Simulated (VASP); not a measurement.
# CdS (F-43m) in VASP: single point with LDA

Aim: the single point of CdS with LDA.

Everything below comes from runs of VASP 6.6.1. Logs are shortened: lines on timing, memory, paths and dates and some standing lists are left out, and cuts for length are marked.

## (1) The cell of the first run

Symmetry: F-43m, No. 216, cubic system. The conventional cell has a = 5.467 Å, b = 5.467 Å, c = 5.467 Å, α = 90.00°, β = 90.00°, γ = 90.00°. Cd (site symmetry -43m) has 4 S at 2.37 Å within 3.1 Å. S (site symmetry -43m) has 4 Cd at 2.37 Å within 3.1 Å.

## (2) Single point, LDA

File INCAR:

```
ALGO = Normal
EDIFF = 1E-6
ENCUT = 630
GGA_COMPAT = False
ISIF = 2
ISMEAR = 0
LASPH = True
LCHARG = True
LELF = True
LREAL = False
LVHAR = True
LWAVE = False
NBANDS = 20
NELM = 120
PREC = Accurate
SIGMA = 0.01
```

File KPOINTS:

```
k-points
0
Gamma
  8 8 8
```

File POSCAR:

```
CdS
1.0
    0.0000000000      2.7337493894      2.7337493894
    2.7337493894      0.0000000000      2.7337493894
    2.7337493894      2.7337493894      0.0000000000
Cd S
1 1
Direct
    0.0000000000      0.0000000000      0.0000000000
    0.7500000000      0.7500000000      0.7500000000
```

Potentials or basis: VASP PAW LDA potentials, release 64 (Cd_sv_GW, S).

The run is started by

```bash
> cat potpaw_LDA.64/Cd_sv_GW/POTCAR potpaw_LDA.64/S/POTCAR > POTCAR
> mpirun -np 1 vasp_std > vasp.out
```

OUTCAR:

```text
EDIFF = 1E-6
   ENCUT = 630
   ISIF = 2
   ISMEAR = 0
   LASPH = True
   LREAL = False
   NELM = 120
   PREC = Accurate

 ion  position               nearest neighbor table
   1  0.000  0.000  0.000-   2 2.37   2 2.37   2 2.37   2 2.37
   2  0.750  0.750  0.750-   1 2.37   1 2.37   1 2.37   1 2.37

  LATTYP: Found a face centered cubic cell.
 ALAT       =     5.4674987788

  Lattice vectors:

 A1 = (   0.0000000000,   2.7337493894,   2.7337493894)
 A2 = (   2.7337493894,   0.0000000000,   2.7337493894)
 A3 = (   2.7337493894,   2.7337493894,   0.0000000000)

Analysis of symmetry for initial positions (statically):
=====================================================================
 Subroutine PRICEL returns:
 Original cell was already a primitive cell.

 Routine SETGRP: Setting up the symmetry group for a
 face centered cubic supercell.

 Subroutine GETGRP returns: Found 24 space group operations
 (whereof 24 operations were pure point group operations)
 out of a pool of 48 trial point group operations.

The static configuration has the point symmetry T_d .

Analysis of symmetry for dynamics (positions and initial velocities):
=====================================================================
 Subroutine PRICEL returns:
 Original cell was already a primitive cell.

 Routine SETGRP: Setting up the symmetry group for a
 face centered cubic supercell.

 Subroutine GETGRP returns: Found 24 space group operations
 (whereof 24 operations were pure point group operations)
 out of a pool of 48 trial point group operations.

The dynamic configuration has the point symmetry T_d .

 Subroutine INISYM returns: Found 24 space group operations
 (whereof 24 operations are pure point group operations),
 and found     1 'primitive' translations

----------------------------------------------------------------------------------------

                                     Primitive cell

  volume of cell :      40.8607

  direct lattice vectors                    reciprocal lattice vectors
     0.000000000  2.733749389  2.733749389    -0.182898989  0.182898989  0.182898989
     2.733749389  0.000000000  2.733749389     0.182898989 -0.182898989  0.182898989
     2.733749389  2.733749389  0.000000000     0.182898989  0.182898989 -0.182898989

  length of vectors
     3.866105463  3.866105463  3.866105463     0.316790342  0.316790342  0.316790342

  position of ions in fractional coordinates (direct lattice)
     0.000000000  0.000000000  0.000000000
     0.750000000  0.750000000  0.750000000

  ion indices of the primitive-cell ions
   primitive index   ion index
                 1           1
                 2           2

----------------------------------------------------------------------------------------

 KPOINTS: k-points

Automatic generation of k-mesh.
 Grid dimensions read from file:
 generate k-points for:    8    8    8

 Generating k-lattice:

  Cartesian coordinates                     Fractional coordinates (reciprocal lattice)
    -0.022862374  0.022862374  0.022862374     0.125000000  0.000000000  0.000000000
     0.022862374 -0.022862374  0.022862374     0.000000000  0.125000000  0.000000000
     0.022862374  0.022862374 -0.022862374     0.000000000  0.000000000  0.125000000

  Length of vectors
     0.039598793  0.039598793  0.039598793

  Shift w.r.t. Gamma in fractional coordinates (k-lattice)
     0.000000000  0.000000000  0.000000000

 Subroutine IBZKPT returns following result:
 ===========================================

 Found     29 irreducible k-points:

 Following reciprocal coordinates:
            Coordinates               Weight
  0.000000  0.000000  0.000000      1.000000
  0.125000  0.000000  0.000000      8.000000
  0.250000  0.000000  0.000000      8.000000
  0.375000  0.000000  0.000000      8.000000
  0.500000  0.000000  0.000000      4.000000
  0.125000  0.125000  0.000000      6.000000
[... 16 lines left out ...]
  0.500000  0.250000  0.125000     48.000000
 -0.375000  0.250000  0.125000     24.000000
 [... further k-points ...]
   k-points           NKPTS =     29   k-points in BZ     NKDIM =     29   number of bands    NBANDS=     20
   number of dos      NEDOS =    301   number of ions     NIONS =      2
   total plane-waves  NPLWV =  32768
   dimension x,y,z NGX =    32 NGY =   32 NGZ =   32
   dimension x,y,z NGXF=    64 NGYF=   64 NGZF=   64
   ions per type =               1   1
   NGX,Y,Z   is equivalent  to a cutoff of  13.76, 13.76, 13.76 a.u.
   NGXF,Y,Z  is equivalent  to a cutoff of  27.52, 27.52, 27.52 a.u.
 SYSTEM =  unknown system
   PREC   = accura    normal or accurate (medium, high low for compatibility)
   ISTART =      0    job   : 0-new  1-cont  2-samecut
   ICHARG =      2    charge: 1-file 2-atom 10-const
   ISPIN  =      1    spin polarized calculation?
   LNONCOLLINEAR =      F non collinear calculations
   LSORBIT =      F    spin-orbit coupling
   LASPH  =      T    aspherical Exc in radial PAW
   ENCUT  =  630.0 eV  46.30 Ry    6.80 a.u.   7.91  7.91  7.91*2*pi/ulx,y,z
   NELM   =    120;   NELMIN=  2; NELMDL= -5     # of ELM steps
   EDIFF  = 0.1E-05   stopping-criterion for ELM
   LREAL  =      F    real-space projection
   EDIFFG = 0.1E-04   stopping-criterion for IOM
   NSW    =      0    number of steps for IOM
   IBRION =     -1    ionic relax: 0-MD 1-quasi-New 2-CG
   NFREE  =      0    steps in history (QN), initial steepest desc. (CG)
   ISIF   =      2    stress and relaxation
   ISYM   =      2    0-nonsym 1-usesym 2-fastsym
   POTIM  = 0.5000    time-step for ionic-motion
   TEBEG  =    0.0;   TEEND  =   0.0 temperature during run
   PSTRESS=    0.0 pullay stress
   NELECT =      26.0000    total number of electrons
   NUPDOWN=      -1.0000    fix difference up-down
   EMIN   =  10.00;   EMAX   =-10.00  energy-range for DOS
   EFERMI =   0.00;   METHOD = LEGACY
   ISMEAR =     0;   SIGMA  =   0.01  broadening in eV -4-tet -1-fermi 0-gaus
   EFERMI_NEDOS =   21; number of points for ismear=-14 and -15
   IALGO  =     38    algorithm
   IMIX   =      4    mixing-type and parameters
     AMIX     =   0.40;   BMIX     =  1.00
     AMIX_MAG =   1.60;   BMIX_MAG =  1.00
  volume/ion in A,a.u.               =      20.43       137.87
  Fermi-wavevector in a.u.,A,eV,Ry     =   1.408091  2.660905 26.976530  1.982719
  Thomas-Fermi vector in A             =   2.530284
   LORBIT       =      0    0 simple, 1 ext, 2 COOP (PROOUT), +10 PAW based schemes
   GGA     = CA    functional components
   LHFCALC =     F    Hartree Fock is set to
   AEXX    =    0.0000 exact exchange contribution
   IVDW    =     0    specifies the selected vdW correction
   LEPSILON=     F    determine dielectric tensor
   LRPA    =     F    only Hartree local field effects (RPA)
 non-spin polarized calculation
 Gauss-broadening in eV      SIGMA  =   0.01
  energy-cutoff  :      630.00
  volume of cell :       40.86
 maximum number of plane-waves:      1480
   NGX = 15   NGY = 15   NGZ = 15

 number of electron      26.0000008 magnetization

 Free energy of the ion-electron system (eV)
  ---------------------------------------------------
  ext. energy  EPLUGINS =         0.00000000
  ---------------------------------------------------
  free energy    TOTEN  =        -7.16343442 eV

  energy without entropy =       -7.16343442  energy(sigma->0) =       -7.16343442

 E-fermi :   5.0637     XC(G=0): -10.6557

 val. band max:        4.8751918111   @ k =   0.0000   0.0000   0.0000
 cond. band min:       6.1367226201   @ k =   0.0000   0.0000   0.0000
 fundamental gap:      1.2615308089
 Fermi energy:         5.0637424373

 k-point     1 :       0.0000    0.0000    0.0000
  band No.  band energies     occupation
      1     -96.4593      2.00000
      2     -57.8569      2.00000
      3     -57.8569      2.00000
      4     -57.8569      2.00000
      5      -8.8986      2.00000
      6      -3.8870      2.00000
[... 12 lines left out ...]
     19      16.5817      0.00000
     20      16.9801      0.00000

 k-point     2 :       0.1250    0.0000    0.0000
  band No.  band energies     occupation
      1     -96.4592      2.00000
      2     -57.8571      2.00000
      3     -57.8569      2.00000
      4     -57.8569      2.00000
      5      -8.8029      2.00000
      6      -3.8511      2.00000
[... 12 lines left out ...]
     19      15.8160      0.00000
     20      17.1455      0.00000

 k-point     3 :       0.2500    0.0000    0.0000
  band No.  band energies     occupation
      1     -96.4592      2.00000
      2     -57.8579      2.00000
      3     -57.8570      2.00000
      4     -57.8570      2.00000
      5      -8.5691      2.00000
      6      -3.7734      2.00000
[... 12 lines left out ...]
     19      15.5280      0.00000
     20      16.3053      0.00000

 k-point     4 :       0.3750    0.0000    0.0000
  band No.  band energies     occupation
      1     -96.4592      2.00000
      2     -57.8586      2.00000
      3     -57.8572      2.00000
      4     -57.8572      2.00000
      5      -8.3350      2.00000
      6      -3.7146      2.00000
[... 12 lines left out ...]
     19      16.5081      0.00000
     20      16.5081      0.00000

 k-point     5 :       0.5000    0.0000    0.0000
  band No.  band energies     occupation
      1     -96.4592      2.00000
      2     -57.8590      2.00000
      3     -57.8573      2.00000
      4     -57.8573      2.00000
      5      -8.2394      2.00000
      6      -3.6973      2.00000
[... 12 lines left out ...]
     19      17.5981      0.00000
     20      17.5981      0.00000
[... 353 lines left out ...]
      6      -3.6581      2.00000
[... 12 lines left out ...]
     19      16.9217      0.00000
     20      18.5847      0.00000

 k-point    22 :       0.3750    0.2500    0.1250
  band No.  band energies     occupation
      1     -96.4592      2.00000
      2     -57.8581      2.00000
      3     -57.8574      2.00000
      4     -57.8572      2.00000
      5      -8.3971      2.00000
      6      -3.7089      2.00000
[... 12 lines left out ...]
     19      17.0772      0.00000
     20      19.0682      0.00000

 k-point    23 :       0.5000    0.2500    0.1250
  band No.  band energies     occupation
      1     -96.4592      2.00000
      2     -57.8585      2.00000
      3     -57.8577      2.00000
      4     -57.8573      2.00000
      5      -8.2139      2.00000
      6      -3.6468      2.00000
[... 12 lines left out ...]
     19      17.9171      0.00000
     20      18.5521      0.00000

 k-point    24 :      -0.3750    0.2500    0.1250
  band No.  band energies     occupation
      1     -96.4592      2.00000
      2     -57.8587      2.00000
      3     -57.8578      2.00000
      4     -57.8574      2.00000
      5      -8.1399      2.00000
      6      -3.6423      2.00000
[... 12 lines left out ...]
     19      17.2926      0.00000
     20      18.4589      0.00000

 [... further k-points ...]

------------------------ aborting loop because EDIFF is reached ----------------------------------------

  FORCE on cell =-STRESS in cart. coord.  units (eV):
  Direction    XX          YY          ZZ          XY          YZ          ZX
  --------------------------------------------------------------------------------------
  -------------------------------------------------------------------------------------
  Total        3.8439833      3.8439833      3.8439833     -0.0000000     -0.0000000      0.0000000
  in kB      150.7252392    150.7252392    150.7252392     -0.0000000     -0.0000000      0.0000000
  external PRESSURE =     150.7252392 kB  Pullay stress =       0.0000000 kB

 VOLUME and BASIS-vectors are now :
 -----------------------------------------------------------------------------
  energy-cutoff  :      630.00
  volume of cell :       40.86
      direct lattice vectors                 reciprocal lattice vectors
     0.000000000  2.733749389  2.733749389    -0.182898989  0.182898989  0.182898989
     2.733749389  0.000000000  2.733749389     0.182898989 -0.182898989  0.182898989
     2.733749389  2.733749389  0.000000000     0.182898989  0.182898989 -0.182898989

 POSITION                                       TOTAL-FORCE (eV/Angst)
 -----------------------------------------------------------------------------------
      0.00000      0.00000      0.00000         0.000000      0.000000      0.000000
      4.10062      4.10062      4.10062        -0.000000     -0.000000     -0.000000
 -----------------------------------------------------------------------------------
    total drift:                               -0.000000     -0.000000     -0.000000

  FREE ENERGIE OF THE ION-ELECTRON SYSTEM (eV)
  ---------------------------------------------------
  free  energy   TOTEN  =        -7.1634344212 eV

  energy  without entropy=       -7.1634344212  energy(sigma->0) =       -7.16343442
```

It took 9.9 s on 1 thread of Intel Xeon 6975P-C (Granite Rapids), shared host; peak memory 0.17 GiB.

Results:

```
Free energy            : -7.1634 eV
Pressure               : 15.1 GPa
Band gap on the k mesh : 1.26 eV
```

Caveat: the cell stands under pressure.
